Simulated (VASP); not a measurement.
# Mg (Im-3m) in VASP: notebook, part 2 of 3

VASP 6.6.1.

**3. Relaxation of cell and atoms, PBEsol, target pressure 30 GPa, at which the enthalpy is minimised**

Input file INCAR:

```
SYSTEM = Mg
ALGO = Normal
EDIFF = 1E-6
EDIFFG = -0.004
ENCUT = 600
GGA = PS
IBRION = 2
ISIF = 3
ISMEAR = 0
LASPH = .TRUE.
LCHARG = .FALSE.
LREAL = .FALSE.
LWAVE = .FALSE.
NELM = 80
NSW = 70
PREC = Accurate
PSTRESS = 300.0
SIGMA = 0.1
```

Input file KPOINTS:

```
k-points
0
G
  28 28 28
  0 0 0
```

Input file POSCAR:

```
Mg
1.0
   -1.5005865685      1.5005865685      1.5005865685
    1.5005865685     -1.5005865685      1.5005865685
    1.5005865685      1.5005865685     -1.5005865685
Mg
1
Direct
    0.0000000000      0.0000000000      0.0000000000
```

Potentials or basis: VASP PAW PBE potentials, release 64 (Mg).

Started as:

```
cat potpaw_PBE.64/Mg/POTCAR > POTCAR
mpirun -np 1 vasp_std > vasp.out
```

OUTCAR:

```text
SYSTEM = Mg
   EDIFF = 1E-6
   EDIFFG = -0.004
   ENCUT = 600
   GGA = PS
   IBRION = 2
   ISIF = 3
   ISMEAR = 0
   LASPH = .TRUE.
   LREAL = .FALSE.
   NELM = 80
   NSW = 70
   PREC = Accurate
   PSTRESS = 300.0

 ion  position               nearest neighbor table
   1  0.000  0.000  0.000-

  LATTYP: Found a body centered cubic cell.
 ALAT       =     3.0011731370

  Lattice vectors:

 A1 = (  -1.5005865685,   1.5005865685,   1.5005865685)
 A2 = (   1.5005865685,  -1.5005865685,   1.5005865685)
 A3 = (   1.5005865685,   1.5005865685,  -1.5005865685)

Analysis of symmetry for initial positions (statically):
=====================================================================
 Subroutine PRICEL returns:
 Original cell was already a primitive cell.

 Routine SETGRP: Setting up the symmetry group for a
 body centered cubic supercell.

 Subroutine GETGRP returns: Found 48 space group operations
 (whereof 48 operations were pure point group operations)
 out of a pool of 48 trial point group operations.

The static configuration has the point symmetry O_h .

Analysis of symmetry for dynamics (positions and initial velocities):
=====================================================================
 Subroutine PRICEL returns:
 Original cell was already a primitive cell.

 Routine SETGRP: Setting up the symmetry group for a
 body centered cubic supercell.

 Subroutine GETGRP returns: Found 48 space group operations
 (whereof 48 operations were pure point group operations)
 out of a pool of 48 trial point group operations.

The dynamic configuration has the point symmetry O_h .

 Subroutine INISYM returns: Found 48 space group operations
 (whereof 48 operations are pure point group operations),
 and found     1 'primitive' translations

----------------------------------------------------------------------------------------

                                     Primitive cell

  volume of cell :      13.5158

  direct lattice vectors                    reciprocal lattice vectors
    -1.500586568  1.500586568  1.500586568     0.000000000  0.333203036  0.333203036
     1.500586568 -1.500586568  1.500586568     0.333203036  0.000000000  0.333203036
     1.500586568  1.500586568 -1.500586568     0.333203036  0.333203036  0.000000000

  length of vectors
     2.599092178  2.599092178  2.599092178     0.471220252  0.471220252  0.471220252

  position of ions in fractional coordinates (direct lattice)
     0.000000000  0.000000000  0.000000000

  ion indices of the primitive-cell ions
   primitive index   ion index
                 1           1

----------------------------------------------------------------------------------------

 KPOINTS: k-points

Automatic generation of k-mesh.
 Grid dimensions read from file:
 generate k-points for:   28   28   28

 Generating k-lattice:

  Cartesian coordinates                     Fractional coordinates (reciprocal lattice)
     0.000000000  0.011900108  0.011900108     0.035714286  0.000000000  0.000000000
     0.011900108  0.000000000  0.011900108     0.000000000  0.035714286  0.000000000
     0.011900108  0.011900108  0.000000000     0.000000000  0.000000000  0.035714286

  Length of vectors
     0.016829295  0.016829295  0.016829295

  Shift w.r.t. Gamma in fractional coordinates (k-lattice)
     0.000000000  0.000000000  0.000000000

 Subroutine IBZKPT returns following result:
 ===========================================

 Found    624 irreducible k-points:

 Following reciprocal coordinates:
            Coordinates               Weight
  0.000000  0.000000  0.000000      1.000000
  0.035714  0.000000  0.000000     12.000000
  0.071429  0.000000  0.000000     12.000000
  0.107143  0.000000  0.000000     12.000000
  0.142857  0.000000  0.000000     12.000000
  0.178571  0.000000  0.000000     12.000000
[... 16 lines left out ...]
  0.285714  0.035714  0.000000     48.000000
  0.321429  0.035714  0.000000     48.000000
 [... further k-points ...]
   k-points           NKPTS =    624   k-points in BZ     NKDIM =    624   number of bands    NBANDS=      5
   number of dos      NEDOS =    301   number of ions     NIONS =      1
   total plane-waves  NPLWV =  13824
   dimension x,y,z NGX =    24 NGY =   24 NGZ =   24
   dimension x,y,z NGXF=    48 NGYF=   48 NGZF=   48
   ions per type =               1
   NGX,Y,Z   is equivalent  to a cutoff of  15.35, 15.35, 15.35 a.u.
   NGXF,Y,Z  is equivalent  to a cutoff of  30.70, 30.70, 30.70 a.u.
 SYSTEM =  Mg
   PREC   = accura    normal or accurate (medium, high low for compatibility)
   ISTART =      0    job   : 0-new  1-cont  2-samecut
   ICHARG =      2    charge: 1-file 2-atom 10-const
   ISPIN  =      1    spin polarized calculation?
   LNONCOLLINEAR =      F non collinear calculations
   LSORBIT =      F    spin-orbit coupling
   LASPH  =      T    aspherical Exc in radial PAW
   ENCUT  =  600.0 eV  44.10 Ry    6.64 a.u.   5.19  5.19  5.19*2*pi/ulx,y,z
   NELM   =     80;   NELMIN=  2; NELMDL= -5     # of ELM steps
   EDIFF  = 0.1E-05   stopping-criterion for ELM
   LREAL  =      F    real-space projection
   EDIFFG = -.4E-02   stopping-criterion for IOM
   NSW    =     70    number of steps for IOM
   IBRION =      2    ionic relax: 0-MD 1-quasi-New 2-CG
   NFREE  =      1    steps in history (QN), initial steepest desc. (CG)
   ISIF   =      3    stress and relaxation
   ISYM   =      2    0-nonsym 1-usesym 2-fastsym
   POTIM  = 0.5000    time-step for ionic-motion
   TEBEG  =    0.0;   TEEND  =   0.0 temperature during run
   PSTRESS=  300.0 pullay stress
   NELECT =       2.0000    total number of electrons
   NUPDOWN=      -1.0000    fix difference up-down
   EMIN   =  10.00;   EMAX   =-10.00  energy-range for DOS
   EFERMI =   0.00;   METHOD = LEGACY
   ISMEAR =     0;   SIGMA  =   0.10  broadening in eV -4-tet -1-fermi 0-gaus
   EFERMI_NEDOS =   21; number of points for ismear=-14 and -15
   IALGO  =     38    algorithm
   IMIX   =      4    mixing-type and parameters
     AMIX     =   0.40;   BMIX     =  1.00
     AMIX_MAG =   1.60;   BMIX_MAG =  1.00
  volume/ion in A,a.u.               =      13.52        91.21
  Fermi-wavevector in a.u.,A,eV,Ry     =   0.865905  1.636324 10.201542  0.749792
  Thomas-Fermi vector in A             =   1.984217
   LORBIT       =      0    0 simple, 1 ext, 2 COOP (PROOUT), +10 PAW based schemes
   GGA     = PS    functional components
   LHFCALC =     F    Hartree Fock is set to
   AEXX    =    0.0000 exact exchange contribution
   IVDW    =     0    specifies the selected vdW correction
   LEPSILON=     F    determine dielectric tensor
   LRPA    =     F    only Hartree local field effects (RPA)
 conjugate gradient relaxation of ions
 non-spin polarized calculation
 Gauss-broadening in eV      SIGMA  =   0.10
  energy-cutoff  :      600.00
  volume of cell :       13.52
 maximum number of plane-waves:       466
 NGX is ok and might be reduce to    24
   NGX = 11   NGY = 11   NGZ = 11

--------------------------------------- Ionic step        1  -------------------------------------------

 number of electron       2.0000000 magnetization

 Free energy of the ion-electron system (eV)
  ---------------------------------------------------
  ext. energy  EPLUGINS =         0.00000000
  ---------------------------------------------------
  free energy    TOTEN  =        -0.76067974 eV

  energy without entropy =       -0.75922456  energy(sigma->0) =       -0.75995215

 E-fermi :   6.1167     XC(G=0): -10.3861

 val. band max:        6.1146914579   @ k =  -0.3929   0.4643   0.3214
 cond. band min:       6.1201986724   @ k =   0.3929   0.1071   0.0357
 fundamental gap:      0.0055072145
 Fermi energy:         6.1167118435
[... 499 lines left out ...]
  energy  without entropy=       -1.2147192996  energy(sigma->0) =       -1.21547183

  enthalpy is  TOTEN    =         1.6608615941 eV   P V=        2.8770859455

[... ionic steps 4 to 14 ...]

--------------------------------------- Ionic step       15  -------------------------------------------

 number of electron       2.0000000 magnetization

------------------------ aborting loop because EDIFF is reached ----------------------------------------
[... 69 lines left out ...]
--------------------------------------- Ionic step       17  -------------------------------------------

 number of electron       2.0000000 magnetization

 Free energy of the ion-electron system (eV)
  ---------------------------------------------------
  ext. energy  EPLUGINS =         0.00000000
  ---------------------------------------------------
  free energy    TOTEN  =        -1.20939026 eV

  energy without entropy =       -1.20788597  energy(sigma->0) =       -1.20863811

 E-fermi :   5.1468     XC(G=0):  -9.9099

 val. band max:        5.1449664745   @ k =  -0.4643   0.4643   0.1071
 cond. band min:       5.1537198708   @ k =  -0.4643   0.5000   0.1429
 fundamental gap:      0.0087533963
 Fermi energy:         5.1467792874
[... 224 lines left out ...]
  energy  without entropy=       -1.2078859655  energy(sigma->0) =       -1.20863811

  enthalpy is  TOTEN    =         1.6608311799 eV   P V=        2.8702214372

 reached required accuracy - stopping structural energy minimisation
```

CONTCAR:

```text
Mg
   1.00000000000000
    -1.5648819456791152    1.5648819456791148    1.5648819456791150
     1.5648819456791152   -1.5648819456791148    1.5648819456791150
     1.5648819456791152    1.5648819456791148   -1.5648819456791150
  Mg
     1
Direct
     0.0000000000000000    0.0000000000000000    0.0000000000000000

  0.00000000E+00  0.00000000E+00  0.00000000E+00
```

It took 1.9 min on 1 thread of Intel Xeon Platinum 8259CL at 2.50GHz (Skylake/Cascade Lake), shared host; peak memory 0.2 GiB.

What came out:

- Free energy: -1.2094 eV
- Relaxed volume: 15.33 Å³/atom
- Relaxed cell: a = 2.710 Å, b = 2.710 Å, c = 2.710 Å, α = 109.47°, β = 109.47°, γ = 109.47°
- Space group after relaxing (to 0.1 Å): Im-3m (No. 229)
- Energy change on relaxing (the run minimises the enthalpy): -448.7 meV/atom
- Ionic steps: 17
- Pressure after relaxing: 30.0 GPa
- Band gap on the k mesh: zero (bands 1 and 2 overlap by 4.90 eV)

The path:
```
step  energy change (eV)  largest force (eV/Å)  pressure (GPa)  volume (Å³)
   1              0.0000                0.0000           51.03        13.52
   2             -0.7251                0.0000           16.23        17.29
   3             -0.4555                0.0000           29.71        15.37
   4             -0.4484                0.0000           30.05        15.33
   5             -0.4484                0.0000           30.05        15.33
   6             -0.4484                0.0000           30.05        15.33
   7             -0.4484                0.0000           30.05        15.33
   8             -0.4484                0.0000           30.05        15.33
   9             -0.4484                0.0000           30.05        15.33
  10             -0.4484                0.0000           30.05        15.33
  11             -0.4484                0.0000           30.05        15.33
  12             -0.4484                0.0000           30.05        15.33
  13             -0.4484                0.0000           30.05        15.33
  14             -0.4484                0.0000           30.05        15.33
  15             -0.4485                0.0000           30.05        15.33
  16             -0.4485                0.0000           30.04        15.33
  17             -0.4487                0.0000           30.03        15.33
```

Final structure:
```
Mg
1.0
    -1.56488    1.56488    1.56488
     1.56488   -1.56488    1.56488
     1.56488    1.56488   -1.56488
Mg
1
Direct
  0.00000 0.00000 0.00000
```

Caveat: the cell is relaxed towards a set pressure, so the run minimises the enthalpy, not the energy; the PAW data sets were made with another functional, which shifts forces and pressure a little.

**4. Relaxation of cell and atoms, PBEsol, target pressure 75 GPa, at which the enthalpy is minimised**

Input file INCAR:

```
ALGO = Fast
EDIFF = 1E-6
EDIFFG = -0.004
ENCUT = 600
GGA = PS
IBRION = 2
ISIF = 3
ISMEAR = 0
LASPH = True
LCHARG = False
LREAL = False
LWAVE = False
NELM = 80
NSW = 70
PREC = Accurate
PSTRESS = 750.0
SIGMA = 0.1
```

Input file KPOINTS:

```
k-points
0
Gamma
  28 28 28
```

POSCAR is that of step 3.

Started as:

```
cat potpaw_PBE.64/Mg/POTCAR > POTCAR
mpirun -np 1 vasp_std > vasp.out
```

It took 1.7 min on 1 thread of Intel Xeon Platinum 8259CL at 2.50GHz (Skylake/Cascade Lake), shared host; peak memory 0.21 GiB.

The run converged. Its results:

```
Free energy                                                : -0.2467 eV
Relaxed volume                                             : 12.19 Å³/atom
Relaxed cell                                               : a = 2.511 Å, b = 2.511 Å, c = 2.511 Å, α = 109.47°, β = 109.47°, γ = 109.47°
Space group after relaxing (to 0.1 Å)                      : Im-3m (No. 229)
Energy change on relaxing (the run minimises the enthalpy) : +514.0 meV/atom
Ionic steps                                                : 7
Pressure after relaxing                                    : 75.0 GPa
Band gap on the k mesh                                     : zero (bands 1 and 2 overlap by 4.80 eV)
```

Step by step:
```
step  energy change (eV)  largest force (eV/Å)  pressure (GPa)  volume (Å³)
   1              0.0000                0.0000           51.03        13.52
   2              2.0260                0.0000          148.98         9.93
   3              0.4753                0.0000           73.17        12.28
   4              0.5095                0.0000           74.78        12.20
   5              0.5214                0.0000           75.35        12.18
   6              0.5025                0.0000           74.46        12.22
   7              0.5140                0.0000           75.00        12.19
```

Final structure:
```xyz
1
Lattice="-1.4499 1.4499 1.4499 1.4499 -1.4499 1.4499 1.4499 1.4499 -1.4499" Properties=species:S:1:pos:R:3 pbc="T T T"
Mg    0.0000    0.0000    0.0000
```

Levels at points of the mesh, in eV from the Fermi level:
| k point | band 1 | band 2 | band 3 | band 4 | band 5 |
| --- | --- | --- | --- | --- | --- |
| (0.00, 0.00, 0.00) | -10.15 | 17.87 | 17.87 | 17.87 | 20.73 |
| (0.50, 0.00, 0.00) | -2.40 | -0.95 | 11.04 | 15.12 | 15.77 |
| (0.50, 0.50, 0.50) | 3.84 | 3.84 | 6.45 | 6.45 | 6.45 |

Caveat: the cell is relaxed towards a set pressure, so the run minimises the enthalpy, not the energy; the PAW data sets were made with another functional, which shifts forces and pressure a little.

(Continued in part 3 of 3.)
